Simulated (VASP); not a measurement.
# AlAu2 (I4/mmm) in VASP: further runs

Runs on AlAu2. Level: LDA. Tasks: single point.

Program: VASP 6.6.1. These are calculated values, not measurements. Logs are shortened: lines on timing, memory, paths and dates and some standing lists are left out, and cuts for length are marked.

## 1. The cell of the first run

Symmetry: I4/mmm, No. 139, tetragonal system. Conventional cell: a = 3.276 Å, b = 3.276 Å, c = 8.811 Å, α = 90.00°, β = 90.00°, γ = 90.00°. Within 3.7 Å of Al (site symmetry 4/mmm) lie 10 Au at 2.78 to 2.87 Å and 4 Al at 3.28 Å. Within 3.5 Å of Au (site symmetry 4mm) lie 9 Au at 2.67 to 3.28 Å and 5 Al at 2.78 to 2.87 Å.

## 2. Single point, LDA

The input, INCAR:

```
ALGO     = Fast           # electronic algorithm
EDIFF    = 1E-7           # SCF threshold, eV
ENCUT    = 520            # plane-wave cutoff, eV
GGA      = CA             # functional
ISIF     = 2              # what is computed and relaxed
ISMEAR   = 0              # smearing method
LASPH    = T              # aspherical terms in the spheres
LCHARG   = F              # write CHGCAR
LREAL    = F              # projectors in reciprocal space
LWAVE    = F              # write WAVECAR
NBANDS   = 20             # bands
NELM     = 60             # most SCF steps
PREC     = Accurate       # precision mode
SIGMA    = 0.15           # smearing width, eV
```

The input, KPOINTS:

```
k-points
0
Gamma
  16 16 16
```

The input, POSCAR:

```
AlAu2
1.0
   -1.6379005816      1.6379005816      4.4052974043
    1.6379005816     -1.6379005816      4.4052974043
    1.6379005816      1.6379005816     -4.4052974043
Al Au
1 2
Direct
    0.0000000000      0.0000000000      0.0000000000
    0.6743689208      0.6743689208      0.0000000000
    0.3256310792      0.3256310792      0.0000000000
```

Potentials or basis: VASP PAW LDA potentials, release 64 (Al, Au).

On the command line:

```console
$ cat potpaw_LDA.64/Al/POTCAR potpaw_LDA.64/Au/POTCAR > POTCAR
$ mpirun -np 1 vasp_std > vasp.out
```

OUTCAR:

```text
EDIFF = 1E-7
   ENCUT = 520
   GGA = CA
   ISIF = 2
   ISMEAR = 0
   LASPH = T
   LREAL = F
   NELM = 60
   PREC = Accurate

 ion  position               nearest neighbor table
   1  0.000  0.000  0.000-   2 2.78   2 2.78   2 2.78   3 2.78   2 2.78   3 2.78   3 2.78   3 2.78
                             2 2.87   3 2.87
   2  0.674  0.674  0.000-   3 2.67   3 2.67   3 2.67   3 2.67   1 2.78   1 2.78   1 2.78   1 2.78
                             1 2.87   3 3.07
   3  0.326  0.326  0.000-   2 2.67   2 2.67   2 2.67   2 2.67   1 2.78   1 2.78   1 2.78   1 2.78
                             1 2.87   2 3.07

  LATTYP: Found a body centered tetragonal cell.
 ALAT       =     3.2758011632
 C/A-ratio  =     2.6896000000

  Lattice vectors:

 A1 = (  -1.6379005816,   1.6379005816,   4.4052974043)
 A2 = (   1.6379005816,  -1.6379005816,   4.4052974043)
 A3 = (   1.6379005816,   1.6379005816,  -4.4052974043)

Analysis of symmetry for initial positions (statically):
=====================================================================
 Subroutine PRICEL returns:
 Original cell was already a primitive cell.

 Routine SETGRP: Setting up the symmetry group for a
 body centered tetragonal supercell.

 Subroutine GETGRP returns: Found 16 space group operations
 (whereof 16 operations were pure point group operations)
 out of a pool of 16 trial point group operations.

The static configuration has the point symmetry D_4h.

Analysis of symmetry for dynamics (positions and initial velocities):
=====================================================================
 Subroutine PRICEL returns:
 Original cell was already a primitive cell.

 Routine SETGRP: Setting up the symmetry group for a
 body centered tetragonal supercell.

 Subroutine GETGRP returns: Found 16 space group operations
 (whereof 16 operations were pure point group operations)
 out of a pool of 16 trial point group operations.

The dynamic configuration has the point symmetry D_4h.

 Subroutine INISYM returns: Found 16 space group operations
 (whereof 16 operations are pure point group operations),
 and found     1 'primitive' translations

----------------------------------------------------------------------------------------

                                     Primitive cell

  volume of cell :      47.2727

  direct lattice vectors                    reciprocal lattice vectors
    -1.637900582  1.637900582  4.405297404     0.000000000  0.305268834  0.113499715
     1.637900582 -1.637900582  4.405297404     0.305268834  0.000000000  0.113499715
     1.637900582  1.637900582 -4.405297404     0.305268834  0.305268834  0.000000000

  length of vectors
     4.977156000  4.977156000  4.977156000     0.325685809  0.325685809  0.431715325

  position of ions in fractional coordinates (direct lattice)
     0.000000000  0.000000000  0.000000000
     0.674368921  0.674368921  0.000000000
     0.325631079  0.325631079  0.000000000

  ion indices of the primitive-cell ions
   primitive index   ion index
                 1           1
                 2           2
                 3           3

----------------------------------------------------------------------------------------

 KPOINTS: k-points

Automatic generation of k-mesh.
 Grid dimensions read from file:
 generate k-points for:   16   16   16

 Generating k-lattice:

  Cartesian coordinates                     Fractional coordinates (reciprocal lattice)
     0.000000000  0.019079302  0.007093732     0.062500000  0.000000000  0.000000000
     0.019079302  0.000000000  0.007093732     0.000000000  0.062500000  0.000000000
     0.019079302  0.019079302  0.000000000     0.000000000  0.000000000  0.062500000

  Length of vectors
     0.020355363  0.020355363  0.026982208

  Shift w.r.t. Gamma in fractional coordinates (k-lattice)
     0.000000000  0.000000000  0.000000000

 Subroutine IBZKPT returns following result:
 ===========================================

 Found    349 irreducible k-points:

 Following reciprocal coordinates:
            Coordinates               Weight
  0.000000  0.000000  0.000000      1.000000
  0.062500  0.000000  0.000000      8.000000
  0.125000  0.000000  0.000000      8.000000
  0.187500  0.000000 -0.000000      8.000000
  0.250000  0.000000  0.000000      8.000000
  0.312500 -0.000000  0.000000      8.000000
[... 16 lines left out ...]
 -0.125000  0.062500  0.000000     16.000000
 -0.062500  0.062500  0.000000      4.000000
 [... further k-points ...]
   k-points           NKPTS =    349   k-points in BZ     NKDIM =    349   number of bands    NBANDS=     20
   number of dos      NEDOS =    301   number of ions     NIONS =      3
   total plane-waves  NPLWV =  64000
   dimension x,y,z NGX =    40 NGY =   40 NGZ =   40
   dimension x,y,z NGXF=    80 NGYF=   80 NGZF=   80
   ions per type =               1   2
   NGX,Y,Z   is equivalent  to a cutoff of  13.36, 13.36, 13.36 a.u.
[... 90 lines left out ...]
     20      20.3942      0.00000

 k-point     3 :       0.1250    0.0000    0.0000
  band No.  band energies     occupation
      1      -0.8081      2.00000
      2       2.9325      2.00000
      3       3.1864      2.00000
      4       4.1478      2.00000
      5       4.2103      2.00000
      6       4.8322      2.00000
[... 12 lines left out ...]
     19      19.7413      0.00000
     20      21.4179      0.00000

 k-point     4 :       0.1875    0.0000   -0.0000
  band No.  band energies     occupation
      1      -0.4453      2.00000
      2       2.8733      2.00000
      3       3.3830      2.00000
      4       3.8939      2.00000
      5       3.9656      2.00000
      6       4.6683      2.00000
[... 12 lines left out ...]
     19      21.1417      0.00000
     20      22.1297      0.00000

 k-point     5 :       0.2500    0.0000    0.0000
  band No.  band energies     occupation
      1       0.0438      2.00000
      2       2.7825      2.00000
      3       3.4093      2.00000
      4       3.8142      2.00000
      5       3.8299      2.00000
      6       4.4700      2.00000
[... 12 lines left out ...]
     19      22.2246      0.00000
     20      22.4227      0.00000

 k-point     6 :       0.3125   -0.0000    0.0000
  band No.  band energies     occupation
      1       0.6334      2.00000
      2       2.6562      2.00000
      3       3.2412      2.00000
      4       3.7119      2.00000
      5       4.0227      2.00000
      6       4.2601      2.00000
[... 12 lines left out ...]
     19      21.6859      0.00000
     20      22.4218      0.00000

 k-point     7 :       0.3750    0.0000   -0.0000
  band No.  band energies     occupation
      1       1.2728      2.00000
      2       2.5111      2.00000
      3       3.1502      2.00000
      4       3.6666      2.00000
      5       4.0607      2.00000
      6       4.1006      2.00000
[... 12 lines left out ...]
     19      20.6099      0.00000
     20      22.2823      0.00000
[... 277 lines left out ...]
 k-point    20 :      -0.3125    0.0625   -0.0000
  band No.  band energies     occupation
      1       0.6186      2.00000
      2       2.7607      2.00000
      3       3.1893      2.00000
      4       3.7470      2.00000
      5       4.0853      2.00000
      6       4.2453      2.00000
[... 12 lines left out ...]
     19      20.9237      0.00000
     20      22.6050      0.00000

 k-point    21 :      -0.2500    0.0625    0.0000
  band No.  band energies     occupation
      1       0.0439      2.00000
      2       2.8822      2.00000
      3       3.3832      2.00000
      4       3.7647      2.00000
      5       3.9305      2.00000
      6       4.4707      2.00000
[... 12 lines left out ...]
     19      21.7653      0.00000
     20      22.6028      0.00000

 k-point    22 :      -0.1875    0.0625    0.0000
  band No.  band energies     occupation
      1      -0.4269      2.00000
      2       2.9568      2.00000
      3       3.4191      2.00000
      4       3.7145      2.00000
      5       4.1362      2.00000
      6       4.6825      2.00000
[... 12 lines left out ...]
     19      21.1384      0.00000
     20      22.6460      0.00000

 k-point    23 :      -0.1250    0.0625    0.0000
  band No.  band energies     occupation
      1      -0.7706      2.00000
      2       3.0014      2.00000
      3       3.1994      2.00000
      4       3.9502      2.00000
      5       4.4118      2.00000
      6       4.8568      2.00000
[... 12 lines left out ...]
     19      19.7356      0.00000
     20      21.9676      0.00000

 k-point    24 :      -0.0625    0.0625    0.0000
  band No.  band energies     occupation
      1      -0.9740      2.00000
      2       2.9897      2.00000
      3       3.0796      2.00000
      4       4.1793      2.00000
      5       4.5404      2.00000
      6       4.9623      2.00000
[... 12 lines left out ...]
     19      18.4233      0.00000
     20      20.9395      0.00000

 [... further k-points ...]

------------------------ aborting loop because EDIFF is reached ----------------------------------------

  FORCE on cell =-STRESS in cart. coord.  units (eV):
  Direction    XX          YY          ZZ          XY          YZ          ZX
  --------------------------------------------------------------------------------------
  -------------------------------------------------------------------------------------
  Total        2.6371356      2.6371356     -1.0400932      0.0000000      0.0000000     -0.0000000
  in kB       89.3784342     89.3784342    -35.2510897      0.0000000      0.0000000     -0.0000000
  external PRESSURE =      47.8352596 kB  Pullay stress =       0.0000000 kB

 VOLUME and BASIS-vectors are now :
 -----------------------------------------------------------------------------
  energy-cutoff  :      520.00
  volume of cell :       47.27
      direct lattice vectors                 reciprocal lattice vectors
    -1.637900582  1.637900582  4.405297404     0.000000000  0.305268834  0.113499715
     1.637900582 -1.637900582  4.405297404     0.305268834  0.000000000  0.113499715
     1.637900582  1.637900582 -4.405297404     0.305268834  0.305268834  0.000000000

 POSITION                                       TOTAL-FORCE (eV/Angst)
 -----------------------------------------------------------------------------------
      0.00000      0.00000      0.00000         0.000000      0.000000      0.000000
      0.00000      0.00000      5.94159         0.000000      0.000000     -2.218705
      0.00000      0.00000      2.86900        -0.000000     -0.000000      2.218705
 -----------------------------------------------------------------------------------
    total drift:                               -0.000000     -0.000000      0.000000

  FREE ENERGIE OF THE ION-ELECTRON SYSTEM (eV)
  ---------------------------------------------------
  free  energy   TOTEN  =       -13.7791346452 eV

  energy  without entropy=      -13.7709901311  energy(sigma->0) =      -13.77506239
```

It took 6 min on 1 thread of Intel Xeon Platinum 8488C (Sapphire Rapids), shared host; peak memory 0.43 GiB.

What came out:

* Free energy: -13.7791 eV
* Pressure: 4.8 GPa
* Largest force: 2.219 eV/Å
* Band gap on the k mesh: zero (an odd number of electrons rules out a gap without spin polarisation)

Forces on the atoms (eV/Å):
```
Al   0.000  0.000  0.000
Au   0.000  0.000 -2.219
Au   0.000  0.000  2.219
```

Levels at points of the mesh, in eV from the Fermi level:
```
           k point  band 8  band 9  band 10  band 11  band 12  band 13  band 14  band 15  band 16  band 17
(0.00, 0.00, 0.00)   -4.73   -4.73    -4.59    -2.97    -0.56     0.06     6.45     6.45     6.54     6.54
(0.50, 0.00, 0.00)   -4.21   -3.41    -3.40    -3.03    -2.82    -2.38     1.58     6.58     7.44     8.27
(0.50, 0.50, 0.00)   -3.80   -3.64    -3.61    -3.05    -1.05     0.30     0.89     2.47     2.77     5.79
(0.50, 0.50, 0.50)   -4.27   -3.93    -3.93    -3.19    -3.09     2.99     2.99     6.33     6.97     7.58
```

Caveat: the stress differs along the axes, from -4 to 9 GPa; spin-orbit coupling is left out, which moves the levels of the heavy elements; forces of over 1 eV/Å act on the atoms, so gaps and moduli don't describe the material at rest.

## 3. Single point, LDA

This run uses another cell than the first one, of the same volume but with other edges.

The input, INCAR:

```
PREC = Accurate
ENCUT = 520
EDIFF = 1E-6
ISMEAR = 0
SIGMA = 0.15
LREAL = F
LASPH = T
NELM = 80
ALGO = Fast
ISIF = 2
LWAVE = F
LCHARG = F
GGA = CA
NBANDS = 20
```

The input, KPOINTS:

```
Automatic mesh
0
Gamma
  16 16 16
```

The input, POSCAR:

```
AlAu2
1.0
   -1.6104675783      1.6104675783      4.5566569661
    1.6104675783     -1.6104675783      4.5566569661
    1.6104675783      1.6104675783     -4.5566569661
Al Au
1 2
Direct
    0.0000000000      0.0000000000      0.0000000000
    0.6512674388      0.6512674388      0.0000000000
    0.3487325612      0.3487325612      0.0000000000
```

Potentials or basis: VASP PAW LDA potentials, release 64 (Al, Au).

On the command line:

```console
$ cat potpaw_LDA.64/Al/POTCAR potpaw_LDA.64/Au/POTCAR > POTCAR
$ mpirun -np 1 vasp_std > vasp.out
```

Run time: 5.6 min. Hardware: 1 thread of Intel Xeon Platinum 8488C (Sapphire Rapids), shared host; peak memory 0.43 GiB.

Results (log left out):

```yaml
Free_energy: -14.1389 eV
Pressure: 0.0 GPa
Largest_force: 0.319 eV/Å
Band_gap_on_the_k_mesh: zero (an odd number of electrons rules out a gap without spin polarisation)
```

Forces in eV/Å, atoms in the order of the input:
```
Al   0.000  0.000  0.000
Au   0.000  0.000  0.319
Au   0.000  0.000 -0.319
```

Stress tensor (GPa, compression positive):
```
 1.35  0.00  0.00
 0.00  1.35  0.00
 0.00  0.00 -2.58
```

Levels at points of the mesh, in eV from the Fermi level:
```csv
k point,band 10,band 11,band 12,band 13,band 14,band 15
"(0.00, 0.00, 0.00)",-5.10,-3.89,-2.25,0.12,5.92,5.92
"(0.50, 0.00, 0.00)",-3.79,-3.30,-3.17,-2.47,1.29,6.78
"(0.50, 0.50, 0.00)",-3.45,-2.96,-1.11,0.65,1.36,1.64
"(0.50, 0.50, 0.50)",-3.70,-3.70,-3.30,3.21,3.21,5.39
```

Caveat: spin-orbit coupling is left out, which moves the levels of the heavy elements.

## 4. Single point, LDA

This run uses another cell than the first one, of the same volume but with other edges.

The input, INCAR:

```
SYSTEM = AlAu2
PREC = Accurate
ENCUT = 520
EDIFF = 1E-6
ISMEAR = 0
SIGMA = 0.15
LREAL = .False.
LASPH = .True.
NELM = 60
ALGO = Fast
ISIF = 2
LWAVE = .False.
LCHARG = .False.
NBANDS = 20
```

The input, KPOINTS:

```
regular mesh
0
Gamma
  16 16 16
  0 0 0
```

The input, POSCAR:

```
AlAu2
1.0
   -1.6672819666      1.6672819666      4.2514022866
    1.6672819666     -1.6672819666      4.2514022866
    1.6672819666      1.6672819666     -4.2514022866
Al Au
1 2
Direct
    0.0000000000      0.0000000000      0.0000000000
    0.6397166978      0.6397166978      0.0000000000
    0.3602833022      0.3602833022      0.0000000000
```

On the command line:

```console
$ cat potpaw_LDA.64/Al/POTCAR potpaw_LDA.64/Au/POTCAR > POTCAR
$ mpirun -np 1 vasp_std > vasp.out
```

Run time: 3.3 min. Hardware: 1 thread of Intel Xeon Platinum 8488C (Sapphire Rapids), shared host; peak memory 0.41 GiB.

The run converged. Its results:

```yaml
Free_energy: -13.4531 eV
Pressure: 11.2 GPa
Largest_force: 5.365 eV/Å
Band_gap_on_the_k_mesh: zero (an odd number of electrons rules out a gap without spin polarisation)
```

Forces on the atoms (eV/Å):
```
Al   0.000  0.000  0.000
Au   0.000  0.000  5.365
Au   0.000  0.000 -5.365
```

Stress tensor (GPa, compression positive):
```
 0.31  0.00  0.00
 0.00  0.31  0.00
 0.00  0.00 33.02
```

Levels at points of the mesh, in eV from the Fermi level:
```
           k point  band 10  band 11  band 12  band 13  band 14  band 15
(0.00, 0.00, 0.00)    -4.53    -3.99    -1.29     2.51     5.26     5.26
(0.50, 0.00, 0.00)    -3.49    -3.47    -3.31    -1.80     1.92     7.37
(0.50, 0.50, 0.00)    -3.12    -3.10    -1.87     1.18     1.33     1.58
(0.50, 0.50, 0.50)    -3.18    -3.18    -2.69     2.46     2.46     7.06
```

Caveat: the stress differs along the axes, from 0 to 33 GPa; spin-orbit coupling is left out, which moves the levels of the heavy elements; forces of over 1 eV/Å act on the atoms, so gaps and moduli don't describe the material at rest.

## 5. The runs side by side

| cell | further INCAR settings | gap on the mesh (eV) | pressure (GPa) | largest force (eV/Å) |
| --- | --- | --- | --- | --- |
| a = 4.977 Å, angles 141.6, 141.6, 55.5°, 3 atoms, atomic positions A | ALGO = Fast; EDIFF = 1e-07; NBANDS = 20 | none | 4.8 | 2.22 |
| a = 5.094 Å, angles 143.1, 143.1, 53.1°, 3 atoms, atomic positions B | ALGO = Fast; EDIFF = 1e-06; NBANDS = 20 | none | 0.0 | 0.32 |
| a = 4.861 Å, angles 139.9, 139.9, 58.0°, 3 atoms, atomic positions C | ALGO = Fast; EDIFF = 1e-06; NBANDS = 20 | none | 11.2 | 5.37 |

Alike in all rows: task single point; level LDA; potentials or basis VASP PAW LDA potentials, release 64 (Al, Au); no spin polarisation; k mesh 16 × 16 × 16; cutoff (eV) 520; smearing gaussian 0.15 eV.

Caveats: spin-orbit coupling is left out, which moves the levels of the heavy elements; forces of over 1 eV/Å act on the atoms, so gaps and moduli don't describe the material at rest (at least some runs); the stress differs along the axes, from -4 to 9 GPa (at least some runs); the stress differs along the axes, from 0 to 33 GPa (at least some runs).

Total energies depend on the potentials used, so only differences within one code and one set of settings carry meaning.
